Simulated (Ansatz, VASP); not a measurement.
## TiO2 in VASP and in Ansatz

File INCAR:

```
SYSTEM = TiO2
PREC = Accurate
ENCUT = 520
EDIFF = 1E-7
ISMEAR = 0
SIGMA = 0.05
LREAL = .FALSE.
LASPH = .TRUE.
NELM = 150
ALGO = Normal
ISIF = 2
LWAVE = .FALSE.
LCHARG = .TRUE.
LMAXMIX = 4
LDAU = .TRUE.
LDAUTYPE = 2
LDAUL = 2 -1
LDAUU = 4 0
LDAUJ = 0 0
LDAUPRINT = 1
GGA = PE
LELF = .TRUE.
LVHAR = .TRUE.
NBANDS = 33
```

The input KPOINTS:

```
regular mesh
0
G
  8 8 8
  0 0 0
```

File POSCAR:

```
TiO2
1.0
   -1.8132000000      1.8132000000      5.2811000000
    1.8132000000     -1.8132000000      5.2811000000
    1.8132000000      1.8132000000     -5.2811000000
Ti O
2 4
Direct
    0.0000000000      0.0000000000      0.0000000000
    0.7500000000      0.2500000000      0.5000000000
    0.2052277854      0.2052277854      0.0000000000
    0.9552277854      0.4552277854      0.5000000000
    0.5447722146      0.0447722146      0.5000000000
    0.7947722146      0.7947722146      0.0000000000
```

Input for Ansatz:

```yaml
crystal:
  lattice:
    - [-1.8132, 1.8132, 5.2811]
    - [1.8132, -1.8132, 5.2811]
    - [1.8132, 1.8132, -5.2811]
  atoms:
    - { symbol: Ti, position: [0.0, 0.0, 0.0] }
    - { symbol: Ti, position: [0.75, 0.25, 0.5] }
    - { symbol: O, position: [0.2052277854, 0.2052277854, 0.0] }
    - { symbol: O, position: [0.9552277854, 0.4552277854, 0.5] }
    - { symbol: O, position: [0.5447722146, 0.0447722146, 0.5] }
    - { symbol: O, position: [0.7947722146, 0.7947722146, 0.0] }
basis:
  ecutwfc: 520.0
kpoints:
  mp_grid: { grid: [8, 8, 8] }
hamiltonian:
  xc: pbe
  pseudopotentials: { kind: paw, azcp: { folder: soft_1 } }
  hubbard: { sites: [{ species: Ti, l: d, u_eff: 4.0 }] }
scf:
  occupations: { method: gaussian, width: 0.05 }
output:
  forces: true
  stress: true
  eigenvalues: true
  write_density: true
  write_potential: true
  elf: true
  volumetric_format: npy
```

Alike in both runs: task single point; functional PBE; k mesh 8 × 8 × 8; occupations gaussian, width 0.05 eV; no spin polarisation; Hubbard terms Ti d U = 4.0 eV.

|  | VASP | Ansatz |
| --- | --- | --- |
| version | VASP 6.6.1 | Ansatz 0.2.0 |
| potentials or method | VASP PAW PBE potentials, release 64 (Ti_sv, O), cutoff 520 eV | scalar-relativistic, plane waves, PAW |
| valence electrons in the cell | 48 | 48 |

VASP gave:

- gap on the k mesh at the Fermi level (eV): 2.89
- least direct gap on the mesh (eV): 3.25
- pressure (GPa): 14.2
- traceless stress, the component that is largest in VASP (GPa): -19.38
- rms of the force components (eV/Å): 0.518

Task: Estimate Ansatz's values.

Result: gap on the k mesh at the Fermi level (eV): 2.80; least direct gap on the mesh (eV): 3.22; pressure (GPa): 9.3; traceless stress, the component that is largest in VASP (GPa): -16.47; rms of the force components (eV/Å): 0.512.

The programs project onto different local orbitals, so the same U acts differently, and such runs can settle in different states. Atom by atom the forces differ by 0.006 eV/Å (rms over components).
